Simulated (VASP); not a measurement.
# ScSn3Se (P4mm) in VASP: notebook, part 3 of 3

VASP 6.6.1. Earlier steps stand in the parts before.

**5. Relaxation of cell and atoms, PBE**

INCAR

```
SYSTEM = ScSn3Se
  PREC = Accurate
  ENCUT = 600
  EDIFF = 1E-7
  ISMEAR = 0
  SIGMA = 0.1
  LREAL = .FALSE.
  LASPH = .TRUE.
  NELM = 80
  ALGO = Normal
  ISIF = 3
  LWAVE = .FALSE.
  LCHARG = .FALSE.
  GGA = PE
  IBRION = 2
  NSW = 90
  EDIFFG = -0.04
```

KPOINTS

```
Automatic mesh
0
G
  4 4 4
  0 0 0
```

POSCAR

```
ScSn3Se
1.0
    4.6537365100      0.0000000000      0.0000000000
    0.0000000000      4.6537365100      0.0000000000
    0.0000000000      0.0000000000      5.8866418700
Sc Sn Se
1 3 1
Direct
    0.0000000000      0.0000000000      0.9824594300
    0.0000000000      0.5000000000      0.4995295400
    0.5000000000      0.5000000000      0.0993413100
    0.5000000000      0.0000000000      0.4995295400
    0.5000000000      0.5000000000      0.6870401500
```

Potentials or basis: VASP PAW PBE potentials, release 64 (Sc_sv, Sn_d, Se).

Run with:

```
> cat potpaw_PBE.64/Sc_sv/POTCAR potpaw_PBE.64/Sn_d/POTCAR potpaw_PBE.64/Se/POTCAR > POTCAR
> mpirun -np 1 vasp_std > vasp.out
```

OUTCAR:

```text
SYSTEM = ScSn3Se
   PREC = Accurate
   ENCUT = 600
   EDIFF = 1E-7
   ISMEAR = 0
   LREAL = .FALSE.
   LASPH = .TRUE.
   NELM = 80
   ISIF = 3
   GGA = PE
   IBRION = 2
   NSW = 90
   EDIFFG = -0.04

 ion  position               nearest neighbor table
   1  0.000  0.000  0.982-   3 3.36   3 3.36   3 3.36   3 3.36
   2  0.000  0.500  0.500-   5 2.58   5 2.58   4 3.29   4 3.29   4 3.29   4 3.29   3 3.31   3 3.31

   3  0.500  0.500  0.099-   5 2.43   4 3.31   2 3.31   4 3.31   2 3.31   1 3.36   1 3.36   1 3.36
                             1 3.36
   4  0.500  0.000  0.500-   5 2.58   5 2.58   2 3.29   2 3.29   2 3.29   2 3.29   3 3.31   3 3.31

   5  0.500  0.500  0.687-   3 2.43   2 2.58   4 2.58   4 2.58   2 2.58

  LATTYP: Found a simple tetragonal cell.
 ALAT       =     4.6537365100
 C/A-ratio  =     1.2649280546

  Lattice vectors:

 A1 = (   4.6537365100,   0.0000000000,   0.0000000000)
 A2 = (   0.0000000000,   4.6537365100,   0.0000000000)
 A3 = (   0.0000000000,   0.0000000000,   5.8866418700)

Analysis of symmetry for initial positions (statically):
=====================================================================
 Subroutine PRICEL returns:
 Original cell was already a primitive cell.

 Routine SETGRP: Setting up the symmetry group for a
 simple tetragonal supercell.

 Subroutine GETGRP returns: Found  8 space group operations
 (whereof  8 operations were pure point group operations)
 out of a pool of 16 trial point group operations.

The static configuration has the point symmetry C_4v.

Analysis of symmetry for dynamics (positions and initial velocities):
=====================================================================
 Subroutine PRICEL returns:
 Original cell was already a primitive cell.

 Routine SETGRP: Setting up the symmetry group for a
 simple tetragonal supercell.

 Subroutine GETGRP returns: Found  8 space group operations
 (whereof  8 operations were pure point group operations)
 out of a pool of 16 trial point group operations.

The dynamic configuration has the point symmetry C_4v.

 Subroutine INISYM returns: Found  8 space group operations
 (whereof  8 operations are pure point group operations),
 and found     1 'primitive' translations

----------------------------------------------------------------------------------------

                                     Primitive cell

  volume of cell :     127.4886

  direct lattice vectors                    reciprocal lattice vectors
     4.653736510  0.000000000  0.000000000     0.214881096  0.000000000  0.000000000
     0.000000000  4.653736510  0.000000000     0.000000000  0.214881096  0.000000000
     0.000000000  0.000000000  5.886641870     0.000000000  0.000000000  0.169876140

  length of vectors
     4.653736510  4.653736510  5.886641870     0.214881096  0.214881096  0.169876140

  position of ions in fractional coordinates (direct lattice)
     0.000000000  0.000000000  0.982459430
     0.000000000  0.500000000  0.499529540
     0.500000000  0.500000000  0.099341310
     0.500000000  0.000000000  0.499529540
     0.500000000  0.500000000  0.687040150

  ion indices of the primitive-cell ions
   primitive index   ion index
                 1           1
                 2           2
                 3           3
                 4           4
                 5           5

----------------------------------------------------------------------------------------

 KPOINTS: Automatic mesh

Automatic generation of k-mesh.
 Grid dimensions read from file:
 generate k-points for:    4    4    4

 Generating k-lattice:

  Cartesian coordinates                     Fractional coordinates (reciprocal lattice)
     0.053720274  0.000000000  0.000000000     0.250000000  0.000000000  0.000000000
     0.000000000  0.053720274  0.000000000     0.000000000  0.250000000  0.000000000
     0.000000000  0.000000000  0.042469035     0.000000000  0.000000000  0.250000000

  Length of vectors
     0.053720274  0.053720274  0.042469035

  Shift w.r.t. Gamma in fractional coordinates (k-lattice)
     0.000000000  0.000000000  0.000000000

 Subroutine IBZKPT returns following result:
 ===========================================

 Found     18 irreducible k-points:

 Following reciprocal coordinates:
            Coordinates               Weight
  0.000000  0.000000  0.000000      1.000000
  0.250000  0.000000  0.000000      4.000000
  0.500000  0.000000  0.000000      2.000000
  0.250000  0.250000  0.000000      4.000000
  0.500000  0.250000  0.000000      4.000000
  0.500000  0.500000  0.000000      1.000000
[... 10 lines left out ...]
  0.500000  0.250000  0.500000      4.000000
  0.500000  0.500000  0.500000      1.000000
   k-points           NKPTS =     18   k-points in BZ     NKDIM =     18   number of bands    NBANDS=     35
   number of dos      NEDOS =    301   number of ions     NIONS =      5
   total plane-waves  NPLWV =  76800
   dimension x,y,z NGX =    40 NGY =   40 NGZ =   48
   dimension x,y,z NGXF=    80 NGYF=   80 NGZF=   96
   ions per type =               1   3   1
   NGX,Y,Z   is equivalent  to a cutoff of  14.29, 14.29, 13.56 a.u.
   NGXF,Y,Z  is equivalent  to a cutoff of  28.58, 28.58, 27.11 a.u.
 SYSTEM =  ScSn3Se
   PREC   = accura    normal or accurate (medium, high low for compatibility)
   ISTART =      0    job   : 0-new  1-cont  2-samecut
   ICHARG =      2    charge: 1-file 2-atom 10-const
   ISPIN  =      1    spin polarized calculation?
   LNONCOLLINEAR =      F non collinear calculations
   LSORBIT =      F    spin-orbit coupling
   LASPH  =      T    aspherical Exc in radial PAW
   ENCUT  =  600.0 eV  44.10 Ry    6.64 a.u.   9.29  9.29 11.76*2*pi/ulx,y,z
   NELM   =     80;   NELMIN=  2; NELMDL= -5     # of ELM steps
   EDIFF  = 0.1E-06   stopping-criterion for ELM
   LREAL  =      F    real-space projection
   EDIFFG = -.4E-01   stopping-criterion for IOM
   NSW    =     90    number of steps for IOM
   IBRION =      2    ionic relax: 0-MD 1-quasi-New 2-CG
   NFREE  =      1    steps in history (QN), initial steepest desc. (CG)
   ISIF   =      3    stress and relaxation
   ISYM   =      2    0-nonsym 1-usesym 2-fastsym
   POTIM  = 0.5000    time-step for ionic-motion
   TEBEG  =    0.0;   TEEND  =   0.0 temperature during run
   PSTRESS=    0.0 pullay stress
   NELECT =      59.0000    total number of electrons
   NUPDOWN=      -1.0000    fix difference up-down
   EMIN   =  10.00;   EMAX   =-10.00  energy-range for DOS
   EFERMI =   0.00;   METHOD = LEGACY
   ISMEAR =     0;   SIGMA  =   0.10  broadening in eV -4-tet -1-fermi 0-gaus
   EFERMI_NEDOS =   21; number of points for ismear=-14 and -15
   IALGO  =     38    algorithm
   IMIX   =      4    mixing-type and parameters
     AMIX     =   0.40;   BMIX     =  1.00
     AMIX_MAG =   1.60;   BMIX_MAG =  1.00
  volume/ion in A,a.u.               =      25.50       172.07
  Fermi-wavevector in a.u.,A,eV,Ry     =   1.266296  2.392952 21.817004  1.603505
  Thomas-Fermi vector in A             =   2.399504
   LORBIT       =      0    0 simple, 1 ext, 2 COOP (PROOUT), +10 PAW based schemes
   GGA     = PE    functional components
   LHFCALC =     F    Hartree Fock is set to
   AEXX    =    0.0000 exact exchange contribution
   IVDW    =     0    specifies the selected vdW correction
   LEPSILON=     F    determine dielectric tensor
   LRPA    =     F    only Hartree local field effects (RPA)
 conjugate gradient relaxation of ions
 non-spin polarized calculation
 Gauss-broadening in eV      SIGMA  =   0.10
  energy-cutoff  :      600.00
  volume of cell :      127.49
 maximum number of plane-waves:      4268
 NGX is ok and might be reduce to    40
   NGX = 19   NGY = 19   NGZ = 23

--------------------------------------- Ionic step        1  -------------------------------------------

 number of electron      58.9999982 magnetization

 Free energy of the ion-electron system (eV)
  ---------------------------------------------------
  ext. energy  EPLUGINS =         0.00000000
  ---------------------------------------------------
  free energy    TOTEN  =       -18.88527023 eV

  energy without entropy =      -18.86139236  energy(sigma->0) =      -18.87333130

 E-fermi :   7.2326     XC(G=0): -10.1263

 val. band max:        7.2301789711   @ k =   0.2500   0.0000   0.5000
 cond. band min:       7.2404210307   @ k =   0.5000   0.2500   0.0000
 fundamental gap:      0.0102420597
 Fermi energy:         7.2326068990
[... 1483 lines left out ...]
  FREE ENERGIE OF THE ION-ELECTRON SYSTEM (eV)
  ---------------------------------------------------
  free  energy   TOTEN  =       -19.8792937032 eV

  energy  without entropy=      -19.8534767811  energy(sigma->0) =      -19.86638524

[... ionic steps 4 to 42 ...]

--------------------------------------- Ionic step       43  -------------------------------------------

 number of electron      58.9999992 magnetization

------------------------ aborting loop because EDIFF is reached ----------------------------------------
[... 73 lines left out ...]
--------------------------------------- Ionic step       45  -------------------------------------------

 number of electron      58.9999989 magnetization

 Free energy of the ion-electron system (eV)
  ---------------------------------------------------
  ext. energy  EPLUGINS =         0.00000000
  ---------------------------------------------------
  free energy    TOTEN  =       -22.19534962 eV

  energy without entropy =      -22.18025572  energy(sigma->0) =      -22.18780267

 E-fermi :   6.0466     XC(G=0):  -9.7266

 val. band max:        6.0051835132   @ k =   0.2500   0.0000   0.5000
 cond. band min:       6.0997173695   @ k =   0.5000   0.2500   0.2500
 fundamental gap:      0.0945338563
 Fermi energy:         6.0466255752
[... 714 lines left out ...]
  FREE ENERGIE OF THE ION-ELECTRON SYSTEM (eV)
  ---------------------------------------------------
  free  energy   TOTEN  =       -22.1953496158 eV

  energy  without entropy=      -22.1802557195  energy(sigma->0) =      -22.18780267

 reached required accuracy - stopping structural energy minimisation
```

CONTCAR:

```text
ScSn3Se
   1.00000000000000
     4.0019151417629457    0.0000000000000000    0.0000000000000000
    -0.0000000000000000    4.0019151417629457   -0.0000000000000001
     0.0000000000000000   -0.0000000000000002    8.6674740062909095
  Sc              Sn              Se
     1     3     1
Direct
     0.0000000000000000    0.0000000000000000    0.8978078558124949
     0.0000000000000000    0.5000000000000000    0.4602674129122379
     0.5000000000000000    0.5000000000000000    0.1415967269371620
     0.5000000000000000    0.0000000000000000    0.4602674129122379
     0.5000000000000000    0.5000000000000000    0.8079605614258618

  0.00000000E+00  0.00000000E+00  0.00000000E+00
  0.00000000E+00  0.00000000E+00  0.00000000E+00
  0.00000000E+00  0.00000000E+00  0.00000000E+00
  0.00000000E+00  0.00000000E+00  0.00000000E+00
  0.00000000E+00  0.00000000E+00  0.00000000E+00
```

Run time: 31 min. Hardware: 1 thread of Intel Xeon 6975P-C (Granite Rapids), shared host; peak memory 0.34 GiB.

What came out:

| Property | Result |
| --- | --- |
| Free energy | -22.1953 eV |
| Relaxed volume | 27.76 Å³/atom |
| Relaxed cell | a = 4.002 Å, b = 4.002 Å, c = 8.667 Å, α = 90.00°, β = 90.00°, γ = 90.00° |
| Space group after relaxing (to 0.1 Å) | P4mm (No. 99) |
| Energy gained by relaxing | 662.0 meV/atom |
| Ionic steps | 45 |
| Pressure after relaxing | 0.1 GPa |
| Largest force after relaxing | 0.035 eV/Å |
| Band gap on the k mesh | zero (an odd number of electrons rules out a gap without spin polarisation) |

Forces on the atoms (eV/Å):
```
Sc   0.000  0.000  0.035
Sn   0.000  0.000 -0.027
Sn   0.000  0.000  0.003
Sn   0.000  0.000 -0.027
Se   0.000  0.000  0.015
```

The path:
```
step  energy change (eV)  largest force (eV/Å)  pressure (GPa)  volume (Å³)
   1              0.0000                2.2657           11.43       127.49
   3             -0.9940                0.8049           -0.75       154.64
   5             -1.4498                0.6175           -0.41       148.74
   7             -1.9773                1.1793            2.28       140.24
   9             -2.0599                2.8737            3.43       142.22
  11             -2.2874                1.8798            1.35       144.21
  13             -2.5229                0.9712           -2.01       153.73
  15             -2.7050                0.6435            1.23       142.53
  17             -2.7910                0.3865            0.89       142.25
  19             -2.8089                0.2182           -0.18       144.69
  21             -2.8201                0.1767           -0.44       144.90
  23             -2.8581                0.1060            0.48       139.30
  25             -2.8707                0.1149            0.05       140.38
  27             -2.8819                0.2155           -0.41       140.64
  29             -2.8940                0.2870            0.54       137.55
  31             -2.9223                0.2788           -0.11       138.51
  33             -2.9531                0.5866            0.27       137.22
  35             -2.9726                0.6260            0.22       137.23
  37             -3.1215                0.7774            0.31       137.16
  39             -3.2727                0.4735            0.84       139.14
  41             -3.2854                0.3144            0.12       141.00
  43             -3.2986                0.2011           -0.48       141.45
  45             -3.3101                0.0352            0.08       138.81
```

Final structure:
```cif
data_structure
_symmetry_space_group_name_H-M 'P 1'
_symmetry_Int_Tables_number 1
_cell_length_a 4.0019
_cell_length_b 4.0019
_cell_length_c 8.6675
_cell_angle_alpha 90.000
_cell_angle_beta 90.000
_cell_angle_gamma 90.000
_cell_volume 138.81
loop_
_atom_site_label
_atom_site_type_symbol
_atom_site_fract_x
_atom_site_fract_y
_atom_site_fract_z
_atom_site_occupancy
Sc1 Sc 0.00000 0.00000 0.89781 1
Sn1 Sn 0.00000 0.50000 0.46027 1
Sn2 Sn 0.50000 0.50000 0.14160 1
Sn3 Sn 0.50000 0.00000 0.46027 1
Se1 Se 0.50000 0.50000 0.80796 1
```

Levels at points of the mesh, in eV from the Fermi level:
| k point | band 27 | band 28 | band 29 | band 30 | band 31 | band 32 | band 33 | band 34 |
| --- | --- | --- | --- | --- | --- | --- | --- | --- |
| (0.00, 0.00, 0.00) | -1.56 | -1.37 | -1.37 | -0.45 | 0.72 | 0.72 | 0.86 | 1.31 |
| (0.50, 0.00, 0.00) | -2.38 | -0.79 | 0.11 | 0.96 | 1.06 | 1.31 | 1.34 | 1.72 |
| (0.50, 0.50, 0.00) | -4.22 | -1.92 | -1.92 | -1.51 | 0.73 | 0.93 | 0.93 | 1.68 |
| (0.00, 0.00, 0.50) | -1.46 | -1.46 | -0.51 | -0.21 | 0.67 | 0.80 | 0.80 | 0.86 |
| (0.50, 0.00, 0.50) | -2.02 | -0.44 | 0.68 | 0.93 | 1.12 | 1.32 | 1.48 | 1.78 |
| (0.50, 0.50, 0.50) | -4.06 | -2.89 | -1.41 | -1.41 | 0.33 | 0.33 | 0.43 | 1.68 |

Caveat: a cell axis changed by over 15 % at a fixed basis, so the end point is rough; spin-orbit coupling is left out, which moves the levels of the heavy elements.

**6. Summary**

| task | cell | k mesh | cutoff (eV) | gap on the mesh (eV) | pressure (GPa) | largest force (eV/Å) |
| --- | --- | --- | --- | --- | --- | --- |
| single point | a = 4.654, b = 4.654, c = 5.887 Å, 5 atoms, atomic positions A | 4 × 4 × 4 | 520 | none | 11.4 | 2.27 |
| single point | a = 4.424, b = 4.424, c = 7.503 Å, 5 atoms, atomic positions B | 4 × 4 × 4 | 520 | none | 0.0 | 0.01 |
| single point | a = 4.399, b = 4.399, c = 7.597 Å, 5 atoms, atomic positions C | 8 × 8 × 6 | 520 | none | 0.0 | 0.01 |
| relaxation of cell and atoms | relaxed from a = 4.654, b = 4.654, c = 5.887 Å, 5 atoms, atomic positions A | 4 × 4 × 4 | 600 | none | 0.1 | 0.04 |

Alike in all rows: level PBE; potentials or basis VASP PAW PBE potentials, release 64 (Sc_sv, Sn_d, Se); no spin polarisation; smearing gaussian 0.1 eV.

Caveats: spin-orbit coupling is left out, which moves the levels of the heavy elements; the cell stands under pressure (at least some runs); forces of over 1 eV/Å act on the atoms, so gaps and moduli don't describe the material at rest (at least some runs); a cell axis changed by over 15 % at a fixed basis, so the end point is rough (at least some runs).

Total energies depend on the potentials used, so only differences within one code and one set of settings carry meaning.

The gap in the log of VASP goes by the Fermi energy; the results here count the filled bands.